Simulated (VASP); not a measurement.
Write the native input for VASP 6.6.1 that does the following.

- Task: single point
- Functional: PBE
- Potentials or basis: VASP PAW PBE potentials, release 64 (Fe, Si)
- Cutoff: 520 eV
- k mesh: 8 × 8 × 8
- Occupations: gaussian, width 0.01 eV
- Spin: no spin polarisation
- Dipole correction: no
- Further INCAR settings: ALGO = Normal; EDIFF = 1e-06; NBANDS = 34

The structure of FeSi lies in POSCAR:

```
FeSi
1.0
    4.4917950928      0.0000000000      0.0000000000
    0.0000000000      4.4917950928      0.0000000000
    0.0000000000      0.0000000000      4.4917950928
Fe Si
4 4
Direct
    0.1345373320      0.1345373320      0.1345373320
    0.3654626680      0.8654626680      0.6345373320
    0.6345373320      0.3654626680      0.8654626680
    0.8654626680      0.6345373320      0.3654626680
    0.8400623417      0.8400623417      0.8400623417
    0.6599376583      0.1599376583      0.3400623417
    0.3400623417      0.6599376583      0.1599376583
    0.1599376583      0.3400623417      0.6599376583
```

These files were run (other wordings do the same):

INCAR

```
SYSTEM = FeSi
  ALGO = Normal
  EDIFF = 1E-6
  ENCUT = 520
  GGA = PE
  ISIF = 2
  ISMEAR = 0
  LASPH = .True.
  LCHARG = .True.
  LELF = .True.
  LREAL = .False.
  LVHAR = .True.
  LWAVE = .False.
  NBANDS = 34
  NELM = 60
  PREC = Accurate
  SIGMA = 0.01
```

KPOINTS

```
k-points
0
Gamma
  8 8 8
  0 0 0
```

Potentials or basis: VASP PAW PBE potentials, release 64 (Fe, Si).

The run is started by

```bash
$ cat potpaw_PBE.64/Fe/POTCAR potpaw_PBE.64/Si/POTCAR > POTCAR
$ mpirun -np 1 vasp_std > vasp.out
```

Results of the run:

| Property | Result |
| --- | --- |
| Pressure | -5.8 GPa |
| Largest force | 0.031 eV/Å |
| Band gap on the k mesh | 0.16 eV (least direct gap 0.17 eV) |

Caveat: the cell stands under tension.

Wall time 3.6 min on 1 thread of Intel Xeon 8259CL (shared host), peak memory 0.26 GiB.
